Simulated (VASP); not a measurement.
# Li6Ru (Fm-3m) in VASP: a series of runs

Runs on Li6Ru. Level: PBE. Tasks: single point, relaxation of cell and atoms.

All numbers are computed with VASP 6.6.1; they aren't measurements. Logs are shortened: lines on timing, memory, paths and dates and some standing lists are left out, and cuts for length are marked.

## 1. The cell of the first run

The structure is cubic, space group Fm-3m (No. 225). Conventional cell: a = 7.764 Å, b = 7.764 Å, c = 7.764 Å, α = 90.00°, β = 90.00°, γ = 90.00°. Within 3.6 Å of Li (site symmetry mmm) lie 8 Li at 2.74 Å and 2 Ru at 2.74 Å. Ru (site symmetry m-3m) has 12 Li at 2.74 Å within 3.6 Å.

## 2. Single point, PBE

Contents of INCAR:

```
SYSTEM = Li6Ru
  ALGO = Normal
  EDIFF = 1E-6
  ENCUT = 520
  GGA = PE
  ISIF = 2
  ISMEAR = 0
  LASPH = .True.
  LCHARG = .False.
  LREAL = .False.
  LWAVE = .False.
  NBANDS = 25
  NELM = 100
  PREC = Accurate
  SIGMA = 0.1
```

Contents of KPOINTS:

```
k-points
0
Gamma
  8 8 8
  0 0 0
```

Contents of POSCAR:

```
Li6Ru
1.0
    0.0000000000      3.8817680390      3.8817680390
    3.8817680390      0.0000000000      3.8817680390
    3.8817680390      3.8817680390      0.0000000000
Li Ru
6 1
Direct
    0.5000000000      0.0000000000      0.0000000000
    0.0000000000      0.5000000000      0.5000000000
    0.0000000000      0.5000000000      0.0000000000
    0.5000000000      0.0000000000      0.5000000000
    0.0000000000      0.0000000000      0.5000000000
    0.5000000000      0.5000000000      0.0000000000
    0.5000000000      0.5000000000      0.5000000000
```

Potentials or basis: VASP PAW PBE potentials, release 64 (Li_sv, Ru_pv).

Started as:

```bash
$ cat potpaw_PBE.64/Li_sv/POTCAR potpaw_PBE.64/Ru_pv/POTCAR > POTCAR
$ mpirun -np 1 vasp_std > vasp.out
```

OUTCAR:

```text
SYSTEM = Li6Ru
   EDIFF = 1E-6
   ENCUT = 520
   GGA = PE
   ISIF = 2
   ISMEAR = 0
   LASPH = .True.
   LREAL = .False.
   NELM = 100
   PREC = Accurate

 ion  position               nearest neighbor table
   1  0.500  0.000  0.000-   7 2.74   7 2.74
   2  0.000  0.500  0.500-   7 2.74   7 2.74
   3  0.000  0.500  0.000-   7 2.74   7 2.74
   4  0.500  0.000  0.500-   7 2.74   7 2.74
   5  0.000  0.000  0.500-   7 2.74   7 2.74
   6  0.500  0.500  0.000-   7 2.74   7 2.74
   7  0.500  0.500  0.500-   2 2.74   4 2.74   6 2.74   1 2.74   3 2.74   6 2.74   1 2.74   4 2.74
                             5 2.74   2 2.74   3 2.74   5 2.74

  LATTYP: Found a face centered cubic cell.
 ALAT       =     7.7635360780

  Lattice vectors:

 A1 = (   0.0000000000,   3.8817680390,   3.8817680390)
 A2 = (   3.8817680390,   0.0000000000,   3.8817680390)
 A3 = (   3.8817680390,   3.8817680390,   0.0000000000)

Analysis of symmetry for initial positions (statically):
=====================================================================
 Subroutine PRICEL returns:
 Original cell was already a primitive cell.

 Routine SETGRP: Setting up the symmetry group for a
 face centered cubic supercell.

 Subroutine GETGRP returns: Found 48 space group operations
 (whereof 48 operations were pure point group operations)
 out of a pool of 48 trial point group operations.

The static configuration has the point symmetry O_h .

Analysis of symmetry for dynamics (positions and initial velocities):
=====================================================================
 Subroutine PRICEL returns:
 Original cell was already a primitive cell.

 Routine SETGRP: Setting up the symmetry group for a
 face centered cubic supercell.

 Subroutine GETGRP returns: Found 48 space group operations
 (whereof 48 operations were pure point group operations)
 out of a pool of 48 trial point group operations.

The dynamic configuration has the point symmetry O_h .

 Subroutine INISYM returns: Found 48 space group operations
 (whereof 48 operations are pure point group operations),
 and found     1 'primitive' translations

----------------------------------------------------------------------------------------

                                     Primitive cell

  volume of cell :     116.9819

  direct lattice vectors                    reciprocal lattice vectors
     0.000000000  3.881768039  3.881768039    -0.128807284  0.128807284  0.128807284
     3.881768039  0.000000000  3.881768039     0.128807284 -0.128807284  0.128807284
     3.881768039  3.881768039  0.000000000     0.128807284  0.128807284 -0.128807284

  length of vectors
     5.489649007  5.489649007  5.489649007     0.223100761  0.223100761  0.223100761

  position of ions in fractional coordinates (direct lattice)
     0.500000000  0.000000000  0.000000000
     0.000000000  0.500000000  0.500000000
     0.000000000  0.500000000  0.000000000
     0.500000000  0.000000000  0.500000000
     0.000000000  0.000000000  0.500000000
     0.500000000  0.500000000  0.000000000
     0.500000000  0.500000000  0.500000000

  ion indices of the primitive-cell ions
   primitive index   ion index
                 1           1
                 2           2
                 3           3
                 4           4
                 5           5
                 6           6
                 7           7

----------------------------------------------------------------------------------------

 KPOINTS: k-points

Automatic generation of k-mesh.
 Grid dimensions read from file:
 generate k-points for:    8    8    8

 Generating k-lattice:

  Cartesian coordinates                     Fractional coordinates (reciprocal lattice)
    -0.016100911  0.016100911  0.016100911     0.125000000  0.000000000  0.000000000
     0.016100911 -0.016100911  0.016100911     0.000000000  0.125000000  0.000000000
     0.016100911  0.016100911 -0.016100911     0.000000000  0.000000000  0.125000000

  Length of vectors
     0.027887595  0.027887595  0.027887595

  Shift w.r.t. Gamma in fractional coordinates (k-lattice)
     0.000000000  0.000000000  0.000000000

 Subroutine IBZKPT returns following result:
 ===========================================

 Found     29 irreducible k-points:

 Following reciprocal coordinates:
            Coordinates               Weight
  0.000000  0.000000  0.000000      1.000000
  0.125000  0.000000  0.000000      8.000000
  0.250000  0.000000  0.000000      8.000000
  0.375000  0.000000  0.000000      8.000000
  0.500000  0.000000  0.000000      4.000000
  0.125000  0.125000  0.000000      6.000000
[... 16 lines left out ...]
  0.500000  0.250000  0.125000     48.000000
 -0.375000  0.250000  0.125000     24.000000
 [... further k-points ...]
   k-points           NKPTS =     29   k-points in BZ     NKDIM =     29   number of bands    NBANDS=     25
   number of dos      NEDOS =    301   number of ions     NIONS =      7
   total plane-waves  NPLWV =  74088
   dimension x,y,z NGX =    42 NGY =   42 NGZ =   42
   dimension x,y,z NGXF=    84 NGYF=   84 NGZF=   84
   ions per type =               6   1
   NGX,Y,Z   is equivalent  to a cutoff of  12.72, 12.72, 12.72 a.u.
   NGXF,Y,Z  is equivalent  to a cutoff of  25.44, 25.44, 25.44 a.u.
 SYSTEM =  Li6Ru
   PREC   = accura    normal or accurate (medium, high low for compatibility)
   ISTART =      0    job   : 0-new  1-cont  2-samecut
   ICHARG =      2    charge: 1-file 2-atom 10-const
   ISPIN  =      1    spin polarized calculation?
   LNONCOLLINEAR =      F non collinear calculations
   LSORBIT =      F    spin-orbit coupling
   LASPH  =      T    aspherical Exc in radial PAW
   ENCUT  =  520.0 eV  38.22 Ry    6.18 a.u.  10.21 10.21 10.21*2*pi/ulx,y,z
   NELM   =    100;   NELMIN=  2; NELMDL= -5     # of ELM steps
   EDIFF  = 0.1E-05   stopping-criterion for ELM
   LREAL  =      F    real-space projection
   EDIFFG = 0.1E-04   stopping-criterion for IOM
   NSW    =      0    number of steps for IOM
   IBRION =     -1    ionic relax: 0-MD 1-quasi-New 2-CG
   NFREE  =      0    steps in history (QN), initial steepest desc. (CG)
   ISIF   =      2    stress and relaxation
   ISYM   =      2    0-nonsym 1-usesym 2-fastsym
   POTIM  = 0.5000    time-step for ionic-motion
   TEBEG  =    0.0;   TEEND  =   0.0 temperature during run
   PSTRESS=    0.0 pullay stress
   NELECT =      32.0000    total number of electrons
   NUPDOWN=      -1.0000    fix difference up-down
   EMIN   =  10.00;   EMAX   =-10.00  energy-range for DOS
   EFERMI =   0.00;   METHOD = LEGACY
   ISMEAR =     0;   SIGMA  =   0.10  broadening in eV -4-tet -1-fermi 0-gaus
   EFERMI_NEDOS =   21; number of points for ismear=-14 and -15
   IALGO  =     38    algorithm
   IMIX   =      4    mixing-type and parameters
     AMIX     =   0.40;   BMIX     =  1.00
     AMIX_MAG =   1.60;   BMIX_MAG =  1.00
  volume/ion in A,a.u.               =      16.71       112.78
  Fermi-wavevector in a.u.,A,eV,Ry     =   1.062719  2.008248 15.366044  1.129372
  Thomas-Fermi vector in A             =   2.198180
   LORBIT       =      0    0 simple, 1 ext, 2 COOP (PROOUT), +10 PAW based schemes
   GGA     = PE    functional components
   LHFCALC =     F    Hartree Fock is set to
   AEXX    =    0.0000 exact exchange contribution
   IVDW    =     0    specifies the selected vdW correction
   LEPSILON=     F    determine dielectric tensor
   LRPA    =     F    only Hartree local field effects (RPA)
 non-spin polarized calculation
 Gauss-broadening in eV      SIGMA  =   0.10
  energy-cutoff  :      520.00
  volume of cell :      116.98
 maximum number of plane-waves:      3180
 NGX is ok and might be reduce to    42
   NGX = 21   NGY = 21   NGZ = 21

 number of electron      32.0000051 magnetization

 Free energy of the ion-electron system (eV)
  ---------------------------------------------------
  ext. energy  EPLUGINS =         0.00000000
  ---------------------------------------------------
  free energy    TOTEN  =       -18.98447624 eV

  energy without entropy =      -18.97399818  energy(sigma->0) =      -18.97923721

 E-fermi :   1.9382     XC(G=0):  -8.1926

 val. band max:        1.9088526243   @ k =  -0.3750   0.3750   0.0000
 cond. band min:       1.9676856902   @ k =   0.0000   0.0000   0.0000
 fundamental gap:      0.0588330658
 Fermi energy:         1.9382457929

 k-point     1 :       0.0000    0.0000    0.0000
  band No.  band energies     occupation
      1     -43.9058      2.00000
      2     -43.8643      2.00000
      3     -43.8643      2.00000
      4     -43.8643      2.00000
      5     -43.8450      2.00000
      6     -43.8450      2.00000
[... 17 lines left out ...]
     24       7.9764      0.00000
     25       8.1669      0.00000

 k-point     2 :       0.1250    0.0000    0.0000
  band No.  band energies     occupation
      1     -43.9042      2.00000
      2     -43.8660      2.00000
      3     -43.8636      2.00000
      4     -43.8636      2.00000
      5     -43.8458      2.00000
      6     -43.8458      2.00000
[... 17 lines left out ...]
     24       8.1883      0.00000
     25       8.2603      0.00000

 k-point     3 :       0.2500    0.0000    0.0000
  band No.  band energies     occupation
      1     -43.8998      2.00000
      2     -43.8706      2.00000
      3     -43.8615      2.00000
      4     -43.8615      2.00000
      5     -43.8480      2.00000
      6     -43.8480      2.00000
[... 552 lines left out ...]
 k-point    23 :       0.5000    0.2500    0.1250
  band No.  band energies     occupation
      1     -43.8901      2.00000
      2     -43.8758      2.00000
      3     -43.8636      2.00000
      4     -43.8569      2.00000
      5     -43.8553      2.00000
      6     -43.8484      2.00000
[... 17 lines left out ...]
     24       7.8299      0.00000
     25       8.2963      0.00000

 k-point    24 :      -0.3750    0.2500    0.1250
  band No.  band energies     occupation
      1     -43.8831      2.00000
      2     -43.8827      2.00000
      3     -43.8607      2.00000
      4     -43.8606      2.00000
      5     -43.8515      2.00000
      6     -43.8515      2.00000
[... 17 lines left out ...]
     24       7.5853      0.00000
     25       8.6211      0.00000

 [... further k-points ...]

------------------------ aborting loop because EDIFF is reached ----------------------------------------

  FORCE on cell =-STRESS in cart. coord.  units (eV):
  Direction    XX          YY          ZZ          XY          YZ          ZX
  --------------------------------------------------------------------------------------
  -------------------------------------------------------------------------------------
  Total       -0.0874192     -0.0874192     -0.0874192      0.0000000      0.0000000     -0.0000000
  in kB       -1.1972883     -1.1972883     -1.1972883      0.0000000      0.0000000     -0.0000000
  external PRESSURE =      -1.1972883 kB  Pullay stress =       0.0000000 kB

 VOLUME and BASIS-vectors are now :
 -----------------------------------------------------------------------------
  energy-cutoff  :      520.00
  volume of cell :      116.98
      direct lattice vectors                 reciprocal lattice vectors
     0.000000000  3.881768039  3.881768039    -0.128807284  0.128807284  0.128807284
     3.881768039  0.000000000  3.881768039     0.128807284 -0.128807284  0.128807284
     3.881768039  3.881768039  0.000000000     0.128807284  0.128807284 -0.128807284

 POSITION                                       TOTAL-FORCE (eV/Angst)
 -----------------------------------------------------------------------------------
      0.00000      1.94088      1.94088        -0.000000      0.000000     -0.000000
      3.88177      1.94088      1.94088        -0.000000     -0.000000     -0.000000
      1.94088      0.00000      1.94088        -0.000000     -0.000000     -0.000000
      1.94088      3.88177      1.94088        -0.000000      0.000000      0.000000
      1.94088      1.94088      0.00000        -0.000000      0.000000      0.000000
      1.94088      1.94088      3.88177         0.000000      0.000000      0.000000
      3.88177      3.88177      3.88177         0.000000      0.000000     -0.000000
 -----------------------------------------------------------------------------------
    total drift:                               -0.000000     -0.000000      0.000000

  FREE ENERGIE OF THE ION-ELECTRON SYSTEM (eV)
  ---------------------------------------------------
  free  energy   TOTEN  =       -18.9844762351 eV

  energy  without entropy=      -18.9739981775  energy(sigma->0) =      -18.97923721
```

Wall time 59 s (1 thread of AMD EPYC 9R45 (Zen 5), shared host); peak memory 0.25 GiB.

Results:

- Free energy: -18.9845 eV
- Band gap on the k mesh: zero (band 16 reaches 2.35 eV, above the bottom of band 17 at 1.77 eV)

Levels at points of the mesh, in eV from the Fermi level:
```tsv
k point	band 13	band 14	band 15	band 16	band 17	band 18	band 19	band 20
(0.00, 0.00, 0.00)	-0.54	-0.35	-0.35	0.03	1.13	1.13	1.13	2.96
(0.50, 0.00, 0.00)	-0.70	-0.70	-0.57	-0.57	1.12	1.55	1.55	2.09
(0.50, 0.50, 0.00)	-1.30	-0.65	-0.65	-0.46	0.67	0.67	1.58	1.61
```

Caveat: the cutoff is under 1.25 times the usual one of these potentials, so pressure, stress and relaxed cells hold a basis-set (Pulay) error.

[end of part 1 of 2]
